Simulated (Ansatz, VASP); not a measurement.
# One calculation of Ir, two programs

```
CELL_PARAMETERS angstrom
6.52064 0.00000 0.00000
-3.26032 5.64704 0.00000
0.00000 0.00000 2.66602
ATOMIC_POSITIONS crystal
Ir 0.15085 0.73505 0.86831
Ir 0.26495 0.41580 0.53498
Ir 0.41580 0.15085 0.20164
Ir 0.58420 0.84915 0.20164
Ir 0.73505 0.58420 0.53498
Ir 0.84915 0.26495 0.86831
```

Alike in both runs: task relaxation of cell and atoms; functional PBE; k mesh 3 × 3 × 6; occupations gaussian, width 0.1 eV; no spin polarisation.

```csv
,VASP,Ansatz
version,VASP 6.6.1,Ansatz 0.2.0
potentials or method,"VASP PAW PBE potentials, release 64 (Ir), cutoff 600 eV","scalar-relativistic, plane waves, PAW"
valence electrons in the cell,54,102
```

```tsv
	VASP	Ansatz	Ansatz less VASP
gap on the k mesh at the Fermi level, each at its own relaxed structure (eV)	none	none	-
relaxed volume (Å³/atom)	16.44	16.42	-0.019
relaxed cell length with the largest relative difference (Å)	6.467	6.462	-0.0051
```

A gap of «none» marks a metal or a gap that the smearing closes. VASP's potentials hold 54 valence electrons a cell and Ansatz's 102, so a difference there can come from the potentials and not from the codes.

The k mesh is coarse, so the values compare programs but aren't converged. Neither program's run includes spin-orbit coupling.
